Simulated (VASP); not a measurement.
# TiAl (P4mm) in VASP: notebook

TiAl is run at these levels: PBEsol; tasks: single point.

Program: VASP 6.6.1. These are calculated values, not measurements. Logs are shortened: lines on timing, memory, paths and dates and some standing lists are left out, and cuts for length are marked.

**1. The cell of the first run**

The structure is tetragonal, space group P4mm (No. 99). Conventional cell: a = 3.179 Å, b = 3.179 Å, c = 3.179 Å, α = 90.00°, β = 90.00°, γ = 90.00°. Ti (site symmetry 4mm) has 8 Al at 2.70 to 2.81 Å and 6 Ti at 3.18 Å within 3.6 Å. Within 3.6 Å of Al (site symmetry 4mm) lie 8 Ti at 2.70 to 2.81 Å and 6 Al at 3.18 Å.

**2. Single point, PBEsol (all Ti atoms moved -0.100 Å, as atom 1 along Cartesian [0 0 1])**

INCAR

```
ALGO     = Fast           # electronic algorithm
EDIFF    = 1E-6           # SCF threshold, eV
ENCUT    = 520            # plane-wave cutoff, eV
GGA      = PS             # functional
ISIF     = 2              # what is computed and relaxed
ISMEAR   = 0              # smearing method
LASPH    = T              # aspherical terms in the spheres
LCHARG   = T              # write CHGCAR
LELF     = T              # ELF
LREAL    = F              # projectors in reciprocal space
LVHAR    = T            
LWAVE    = F              # write WAVECAR
NBANDS   = 14             # bands
NELM     = 80             # most SCF steps
PREC     = Accurate       # precision mode
SIGMA    = 0.15           # smearing width, eV
```

KPOINTS

```
k-points
0
Gamma
  16 16 16
```

POSCAR

```
TiAl
1.0
    3.1790640000      0.0000000000      0.0000000000
    0.0000000000      3.1790640000      0.0000000000
    0.0000000000      0.0000000000      3.1790640000
Ti Al
1 1
Direct
    0.0000000000      0.0000000000     -0.0314557996
    0.5000000000      0.5000000000      0.5000000000
```

Potentials or basis: VASP PAW PBE potentials, release 64 (Ti_sv, Al).

Launch:

```bash
cat potpaw_PBE.64/Ti_sv/POTCAR potpaw_PBE.64/Al/POTCAR > POTCAR
mpirun -np 1 vasp_std > vasp.out
```

OUTCAR:

```text
EDIFF = 1E-6
   ENCUT = 520
   GGA = PS
   ISIF = 2
   ISMEAR = 0
   LASPH = T
   LREAL = F
   NELM = 80
   PREC = Accurate

 ion  position               nearest neighbor table
   1  0.000  0.000  0.969-   2 2.70   2 2.70   2 2.70   2 2.70   2 2.81   2 2.81   2 2.81   2 2.81

   2  0.500  0.500  0.500-   1 2.70   1 2.70   1 2.70   1 2.70   1 2.81   1 2.81   1 2.81   1 2.81

  LATTYP: Found a simple cubic cell.
 ALAT       =     3.1790640000

  Lattice vectors:

 A1 = (   3.1790640000,   0.0000000000,   0.0000000000)
 A2 = (   0.0000000000,   3.1790640000,   0.0000000000)
 A3 = (   0.0000000000,   0.0000000000,   3.1790640000)

Analysis of symmetry for initial positions (statically):
=====================================================================
 Subroutine PRICEL returns:
 Original cell was already a primitive cell.

 Routine SETGRP: Setting up the symmetry group for a
 simple cubic supercell.

 Subroutine GETGRP returns: Found  8 space group operations
 (whereof  8 operations were pure point group operations)
 out of a pool of 48 trial point group operations.

The static configuration has the point symmetry C_4v.

Analysis of symmetry for dynamics (positions and initial velocities):
=====================================================================
 Subroutine PRICEL returns:
 Original cell was already a primitive cell.

 Routine SETGRP: Setting up the symmetry group for a
 simple cubic supercell.

 Subroutine GETGRP returns: Found  8 space group operations
 (whereof  8 operations were pure point group operations)
 out of a pool of 48 trial point group operations.

The dynamic configuration has the point symmetry C_4v.

 Subroutine INISYM returns: Found  8 space group operations
 (whereof  8 operations are pure point group operations),
 and found     1 'primitive' translations

----------------------------------------------------------------------------------------

                                     Primitive cell

  volume of cell :      32.1290

  direct lattice vectors                    reciprocal lattice vectors
     3.179064000  0.000000000  0.000000000     0.314557996  0.000000000  0.000000000
     0.000000000  3.179064000  0.000000000     0.000000000  0.314557996  0.000000000
     0.000000000  0.000000000  3.179064000     0.000000000  0.000000000  0.314557996

  length of vectors
     3.179064000  3.179064000  3.179064000     0.314557996  0.314557996  0.314557996

  position of ions in fractional coordinates (direct lattice)
     0.000000000  0.000000000  0.968544200
     0.500000000  0.500000000  0.500000000

[... 90 lines left out ...]
   EFERMI =   0.00;   METHOD = LEGACY
   ISMEAR =     0;   SIGMA  =   0.15  broadening in eV -4-tet -1-fermi 0-gaus
   EFERMI_NEDOS =   21; number of points for ismear=-14 and -15
   IALGO  =     68    algorithm
   IMIX   =      4    mixing-type and parameters
     AMIX     =   0.40;   BMIX     =  1.00
     AMIX_MAG =   1.60;   BMIX_MAG =  1.00
  volume/ion in A,a.u.               =      16.06       108.41
  Fermi-wavevector in a.u.,A,eV,Ry     =   1.270007  2.399964 21.945065  1.612917
  Thomas-Fermi vector in A             =   2.403017
   LORBIT       =      0    0 simple, 1 ext, 2 COOP (PROOUT), +10 PAW based schemes
   GGA     = PS    functional components
   LHFCALC =     F    Hartree Fock is set to
   AEXX    =    0.0000 exact exchange contribution
   IVDW    =     0    specifies the selected vdW correction
   LEPSILON=     F    determine dielectric tensor
   LRPA    =     F    only Hartree local field effects (RPA)
 non-spin polarized calculation
 RMM-DIIS sequential band-by-band and
 Gauss-broadening in eV      SIGMA  =   0.15
  energy-cutoff  :      520.00
  volume of cell :       32.13
 maximum number of plane-waves:       912
 NGX is ok and might be reduce to    24
   NGX = 11   NGY = 11   NGZ = 11

 number of electron      14.9999995 magnetization

 Free energy of the ion-electron system (eV)
  ---------------------------------------------------
  ext. energy  EPLUGINS =         0.00000000
  ---------------------------------------------------
  free energy    TOTEN  =       -12.94499728 eV

  energy without entropy =      -12.91639403  energy(sigma->0) =      -12.93069566

 E-fermi :   8.6676     XC(G=0): -11.1873

 val. band max:        8.6669772322   @ k =   0.3750   0.2500   0.5000
 cond. band min:       8.6729583546   @ k =   0.1875   0.4375   0.2500
 fundamental gap:      0.0059811224
 Fermi energy:         8.6675619679

 k-point     1 :       0.0000    0.0000    0.0000
  band No.  band energies     occupation
      1     -47.9888      2.00000
      2     -24.2917      2.00000
      3     -24.2917      2.00000
      4     -24.2903      2.00000
      5      -0.5794      2.00000
      6       7.2291      2.00000
      7       7.2307      2.00000
      8      10.4521      0.00000
      9      10.4563      0.00000
     10      10.4563      0.00000
     11      13.1049      0.00000
     12      13.1049      0.00000
     13      13.1238      0.00000
     14      17.5179      0.00000
[... 377 lines left out ...]
      1     -47.9836      2.00000
      2     -24.3453      2.00000
      3     -24.2922      2.00000
      4     -24.2864      2.00000
      5       0.0345      2.00000
      6       6.8334      2.00000
      7       7.4508      2.00000
      8       9.6335      0.00000
      9       9.7478      0.00000
     10      10.4476      0.00000
     11      11.8245      0.00000
     12      13.9181      0.00000
     13      14.3474      0.00000
     14      17.0293      0.00000

 [... further k-points ...]

------------------------ aborting loop because EDIFF is reached ----------------------------------------

  FORCE on cell =-STRESS in cart. coord.  units (eV):
  Direction    XX          YY          ZZ          XY          YZ          ZX
  --------------------------------------------------------------------------------------
  -------------------------------------------------------------------------------------
  Total       -0.3620209     -0.3620209     -0.4524547      0.0000000     -0.0000000     -0.0000000
  in kB      -18.0528774    -18.0528774    -22.5625357      0.0000000     -0.0000000     -0.0000000
  external PRESSURE =     -19.5560968 kB  Pullay stress =       0.0000000 kB

 VOLUME and BASIS-vectors are now :
 -----------------------------------------------------------------------------
  energy-cutoff  :      520.00
  volume of cell :       32.13
      direct lattice vectors                 reciprocal lattice vectors
     3.179064000  0.000000000  0.000000000     0.314557996  0.000000000  0.000000000
     0.000000000  3.179064000  0.000000000     0.000000000  0.314557996  0.000000000
     0.000000000  0.000000000  3.179064000     0.000000000  0.000000000  0.314557996

 POSITION                                       TOTAL-FORCE (eV/Angst)
 -----------------------------------------------------------------------------------
      0.00000      0.00000      3.07906        -0.000000      0.000000      0.617554
      1.58953      1.58953      1.58953         0.000000     -0.000000     -0.617554
 -----------------------------------------------------------------------------------
    total drift:                               -0.000000      0.000000      0.000137

  FREE ENERGIE OF THE ION-ELECTRON SYSTEM (eV)
  ---------------------------------------------------
  free  energy   TOTEN  =       -12.9449972824 eV

  energy  without entropy=      -12.9163940280  energy(sigma->0) =      -12.93069566
```

OSZICAR:

```text
N       E                     dE             d eps       ncg     rms          rms(c)
DAV:   1     0.971783002987E+02    0.97178E+02   -0.67717E+03 11340   0.110E+03
DAV:   2    -0.853851428894E+01   -0.10572E+03   -0.10159E+03 11646   0.306E+02
DAV:   3    -0.145236389275E+02   -0.59851E+01   -0.58053E+01 17982   0.661E+01
[... 15 lines left out ...]
RMM:  19    -0.129449889297E+02   -0.42385E-05   -0.41716E-05 14001   0.260E-02    0.308E-03
RMM:  20    -0.129449926823E+02   -0.37526E-05   -0.38345E-05 13071   0.193E-02    0.768E-04
RMM:  21    -0.129449945590E+02   -0.18767E-05   -0.18185E-05 12131   0.149E-02    0.225E-04
RMM:  22    -0.129449963547E+02   -0.17958E-05   -0.18500E-05 10785   0.123E-02    0.263E-04
RMM:  23    -0.129449972824E+02   -0.92768E-06   -0.92595E-06  9864   0.105E-02
   1 F= -.12944997E+02 E0= -.12930696E+02  d E =-.286033E-01
```

stdout:

```text
POSCAR found type information on POSCAR TiAl
 POSCAR found :  2 types and       2 ions
 scaLAPACK will be used
 -----------------------------------------------------------------------------
|                                                                             |
|                                                                             |
|     You enforced a specific xc type in the INCAR file but a different       |
|     I HOPE YOU KNOW WHAT YOU ARE DOING!                                     |
|                                                                             |
 -----------------------------------------------------------------------------

 LDA part: xc-table for (Slater+PW92), standard interpolation
 POSCAR, INCAR and KPOINTS ok, starting setup
 FFT: planning ... GRIDC
 FFT: planning ... GRID_SOFT
 FFT: planning ... GRID
 WAVECAR not read
 entering main loop
WARNING in EDDRMM: call to ZHEGV failed, returncode =   6  3     11
WARNING in EDDRMM: call to ZHEGV failed, returncode =   8  4     11
WARNING in EDDRMM: call to ZHEGV failed, returncode =   8  4     12
WARNING in EDDRMM: call to ZHEGV failed, returncode =   8  4      5
WARNING in EDDRMM: call to ZHEGV failed, returncode =   6  3      5
WARNING in EDDRMM: call to ZHEGV failed, returncode =   6  3     14
WARNING in EDDRMM: call to ZHEGV failed, returncode =   8  4      6
WARNING in EDDRMM: call to ZHEGV failed, returncode =   6  3     11
WARNING in EDDRMM: call to ZHEGV failed, returncode =   6  3      5
WARNING in EDDRMM: call to ZHEGV failed, returncode =   8  4      6
```

Run time: 4.4 min. Hardware: 1 thread of Intel Xeon 8259CL, shared host; peak memory 0.3 GiB.

What came out:

| Quantity | Value |
| --- | --- |
| Free energy | -12.9450 eV |
| Pressure | -2.0 GPa |
| Largest force | 0.618 eV/Å |
| Band gap on the k mesh | zero (an odd number of electrons rules out a gap without spin polarisation) |

Forces in eV/Å, atoms in the order of the input:
```
Ti   0.000  0.000  0.618
Al   0.000  0.000 -0.618
```

Levels at points of the mesh, in eV from the Fermi level:
| k point | band 5 | band 6 | band 7 | band 8 | band 9 | band 10 |
| --- | --- | --- | --- | --- | --- | --- |
| (0.00, 0.00, 0.00) | -9.25 | -1.44 | -1.44 | 1.78 | 1.79 | 1.79 |
| (0.50, 0.00, 0.00) | -6.00 | -5.18 | -0.55 | 0.13 | 0.15 | 1.99 |
| (0.00, 0.00, 0.50) | -6.01 | -5.17 | -0.56 | 0.14 | 0.14 | 1.99 |
| (0.50, 0.50, 0.00) | -5.00 | -2.08 | -2.08 | -1.46 | 0.71 | 0.71 |
| (0.00, 0.50, 0.50) | -4.99 | -2.11 | -2.08 | -1.44 | 0.68 | 0.70 |
| (0.50, 0.50, 0.50) | -3.10 | -3.08 | -3.08 | 0.66 | 2.82 | 2.82 |

Caveat: the cell differs from its parent crystal (all Ti atoms moved -0.100 Å, as atom 1 along Cartesian [0 0 1]); the PAW data sets were made with another functional, which shifts forces and pressure a little.

**3. Single point, PBEsol (all Ti atoms moved +0.075 Å, as atom 1 along Cartesian [0 0 1])**

INCAR

```
SYSTEM = TiAl
ALGO = Fast ; EDIFF = 1E-7
ENCUT = 520 ; GGA = PS
ISIF = 2 ; ISMEAR = 0
LASPH = .TRUE. ; LCHARG = .TRUE.
LELF = .TRUE. ; LREAL = .FALSE.
LVHAR = .TRUE. ; LWAVE = .FALSE.
NBANDS = 14 ; NELM = 100
PREC = Accurate ; SIGMA = 0.15
```

KPOINTS

```
k-points
0
G
  16 16 16
  0 0 0
```

Changes to POSCAR since step 2:

```diff
@@ -8,3 +8,3 @@
 Direct
-    0.0000000000      0.0000000000     -0.0314557996
+    0.0000000000      0.0000000000      0.0235918497
     0.5000000000      0.5000000000      0.5000000000
```

Potentials or basis: VASP PAW PBE potentials, release 64 (Ti_sv, Al).

Launch:

```bash
cat potpaw_PBE.64/Ti_sv/POTCAR potpaw_PBE.64/Al/POTCAR > POTCAR
mpirun -np 1 vasp_std > vasp.out
```

It took 5.3 min on 1 thread of Intel Xeon 8259CL, shared host; peak memory 0.3 GiB.

Results (log left out):

- Free energy: -12.9585 eV
- Pressure: -2.1 GPa
- Largest force: 0.463 eV/Å
- Band gap on the k mesh: zero (an odd number of electrons rules out a gap without spin polarisation)

Forces on the atoms (eV/Å):
```
Ti   0.000  0.000 -0.463
Al   0.000  0.000  0.463
```

Stress tensor (GPa, compression positive):
```
-2.05  0.00  0.00
 0.00 -2.05  0.00
 0.00  0.00 -2.30
```

Levels at points of the mesh, in eV from the Fermi level:
| k point | band 5 | band 6 | band 7 | band 8 | band 9 | band 10 |
| --- | --- | --- | --- | --- | --- | --- |
| (0.00, 0.00, 0.00) | -9.25 | -1.44 | -1.44 | 1.79 | 1.79 | 1.79 |
| (0.50, 0.00, 0.00) | -6.00 | -5.18 | -0.55 | 0.13 | 0.14 | 1.99 |
| (0.00, 0.00, 0.50) | -6.01 | -5.18 | -0.55 | 0.14 | 0.14 | 1.99 |
| (0.50, 0.50, 0.00) | -5.00 | -2.08 | -2.08 | -1.46 | 0.70 | 0.70 |
| (0.00, 0.50, 0.50) | -5.00 | -2.10 | -2.08 | -1.45 | 0.68 | 0.70 |
| (0.50, 0.50, 0.50) | -3.10 | -3.09 | -3.09 | 0.66 | 2.82 | 2.82 |

Caveat: the cell differs from its parent crystal (all Ti atoms moved +0.075 Å, as atom 1 along Cartesian [0 0 1]); the PAW data sets were made with another functional, which shifts forces and pressure a little.

**4. Single point, PBEsol (all Ti atoms moved -0.050 Å, as atom 1 along Cartesian [0 0 1])**

INCAR

```
  PREC = Accurate
  ENCUT = 520
  EDIFF = 1E-6
  ISMEAR = 0
  SIGMA = 0.15
  LREAL = F
  LASPH = T
  NELM = 80
  ALGO = Fast
  ISIF = 2
  LWAVE = F
  LCHARG = T
  GGA = PS
  LELF = T
  LVHAR = T
  NBANDS = 14
```

KPOINTS

```
regular mesh
0
Gamma
  16 16 16
```

Changes to POSCAR since step 3:

```diff
@@ -8,3 +8,3 @@
 Direct
-    0.0000000000      0.0000000000      0.0235918497
+    0.0000000000      0.0000000000     -0.0157278998
     0.5000000000      0.5000000000      0.5000000000
```

Launch:

```bash
cat potpaw_PBE.64/Ti_sv/POTCAR potpaw_PBE.64/Al/POTCAR > POTCAR
mpirun -np 1 vasp_std > vasp.out
```

It took 4 min on 1 thread of Intel Xeon 8259CL, shared host; peak memory 0.3 GiB.

It converged, with:

```
Free energy            : -12.9682 eV
Pressure               : -2.3 GPa
Largest force          : 0.309 eV/Å
Band gap on the k mesh : zero (an odd number of electrons rules out a gap without spin polarisation)
```

Forces on the atoms (eV/Å):
```
Ti   0.000  0.000  0.309
Al   0.000  0.000 -0.309
```

Stress tensor (GPa, compression positive):
```
-2.22  0.00  0.00
 0.00 -2.22  0.00
 0.00  0.00 -2.33
```

Levels at points of the mesh, in eV from the Fermi level:
```tsv
k point	band 5	band 6	band 7	band 8	band 9	band 10
(0.00, 0.00, 0.00)	-9.25	-1.43	-1.43	1.79	1.79	1.79
(0.50, 0.00, 0.00)	-6.01	-5.18	-0.55	0.13	0.14	1.99
(0.00, 0.00, 0.50)	-6.01	-5.18	-0.55	0.14	0.14	1.99
(0.50, 0.50, 0.00)	-5.00	-2.08	-2.08	-1.47	0.70	0.70
(0.00, 0.50, 0.50)	-5.00	-2.09	-2.08	-1.47	0.69	0.69
(0.50, 0.50, 0.50)	-3.09	-3.09	-3.09	0.66	2.82	2.82
```

Caveat: the cell differs from its parent crystal (all Ti atoms moved -0.050 Å, as atom 1 along Cartesian [0 0 1]); the PAW data sets were made with another functional, which shifts forces and pressure a little.

**5. Single point, PBEsol (all Ti atoms moved +0.025 Å, as atom 1 along Cartesian [0 0 1])**

INCAR

```
SYSTEM = TiAl
PREC     = Accurate       ! precision mode
ENCUT    = 520            ! plane-wave cutoff, eV
EDIFF    = 1E-7           ! SCF threshold, eV
ISMEAR   = 0              ! smearing method
SIGMA    = 0.15           ! smearing width, eV
LREAL    = .FALSE.        ! projectors in reciprocal space
LASPH    = .TRUE.         ! aspherical terms in the spheres
NELM     = 100            ! most SCF steps
ALGO     = Fast           ! electronic algorithm
ISIF     = 2              ! what is computed and relaxed
LWAVE    = .FALSE.        ! write WAVECAR
LCHARG   = .FALSE.        ! write CHGCAR
GGA      = PS             ! functional
NBANDS   = 14             ! bands
```

KPOINTS

```
Automatic mesh
0
G
  16 16 16
  0 0 0
```

Changes to POSCAR since step 4:

```diff
@@ -8,3 +8,3 @@
 Direct
-    0.0000000000      0.0000000000     -0.0157278998
+    0.0000000000      0.0000000000      0.0078639499
     0.5000000000      0.5000000000      0.5000000000
```

Launch:

```bash
cat potpaw_PBE.64/Ti_sv/POTCAR potpaw_PBE.64/Al/POTCAR > POTCAR
mpirun -np 1 vasp_std > vasp.out
```

Run time: 4.8 min. Hardware: 1 thread of Intel Xeon 8259CL, shared host; peak memory 0.3 GiB.

Results (log left out):

- Free energy: -12.9740 eV
- Pressure: -2.3 GPa
- Largest force: 0.155 eV/Å
- Band gap on the k mesh: zero (an odd number of electrons rules out a gap without spin polarisation)

Forces on the atoms (eV/Å):
```
Ti   0.000  0.000 -0.155
Al   0.000  0.000  0.155
```

Levels at points of the mesh, in eV from the Fermi level:
| k point | band 3 | band 4 | band 5 | band 6 | band 7 | band 8 | band 9 | band 10 | band 11 | band 12 |
| --- | --- | --- | --- | --- | --- | --- | --- | --- | --- | --- |
| (0.00, 0.00, 0.00) | -32.96 | -32.96 | -9.25 | -1.43 | -1.43 | 1.79 | 1.79 | 1.79 | 4.42 | 4.42 |
| (0.50, 0.00, 0.00) | -32.95 | -32.95 | -6.01 | -5.19 | -0.55 | 0.14 | 0.14 | 1.99 | 3.01 | 6.54 |
| (0.00, 0.00, 0.50) | -32.95 | -32.95 | -6.01 | -5.18 | -0.55 | 0.14 | 0.14 | 1.99 | 3.01 | 6.54 |
| (0.50, 0.50, 0.00) | -33.11 | -32.93 | -5.00 | -2.08 | -2.08 | -1.47 | 0.69 | 0.69 | 2.76 | 4.70 |
| (0.00, 0.50, 0.50) | -33.11 | -32.93 | -5.00 | -2.09 | -2.08 | -1.47 | 0.69 | 0.69 | 2.76 | 4.70 |
| (0.50, 0.50, 0.50) | -33.09 | -33.09 | -3.09 | -3.09 | -3.09 | 0.66 | 2.82 | 2.82 | 2.91 | 2.91 |

Caveat: the cell differs from its parent crystal (all Ti atoms moved +0.025 Å, as atom 1 along Cartesian [0 0 1]); the PAW data sets were made with another functional, which shifts forces and pressure a little.

**6. Overview**

| cell | further INCAR settings | gap on the mesh (eV) | pressure (GPa) | largest force (eV/Å) |
| --- | --- | --- | --- | --- |
| as given, atomic positions A | ALGO = Fast; EDIFF = 1e-06; NBANDS = 14 | none | -2.0 | 0.62 |
| as given, atomic positions B | ALGO = Fast; EDIFF = 1e-07; NBANDS = 14 | none | -2.1 | 0.46 |
| as given, atomic positions C | ALGO = Fast; EDIFF = 1e-06; NBANDS = 14 | none | -2.3 | 0.31 |
| as given, atomic positions D | ALGO = Fast; EDIFF = 1e-07; NBANDS = 14 | none | -2.3 | 0.15 |

Alike in all rows: task single point; level PBEsol; potentials or basis VASP PAW PBE potentials, release 64 (Ti_sv, Al); no spin polarisation; k mesh 16 × 16 × 16; cutoff (eV) 520; smearing gaussian 0.15 eV.

Caveats: the PAW data sets were made with another functional, which shifts forces and pressure a little.

Total energies depend on the potentials used, so only differences within one code and one set of settings carry meaning.
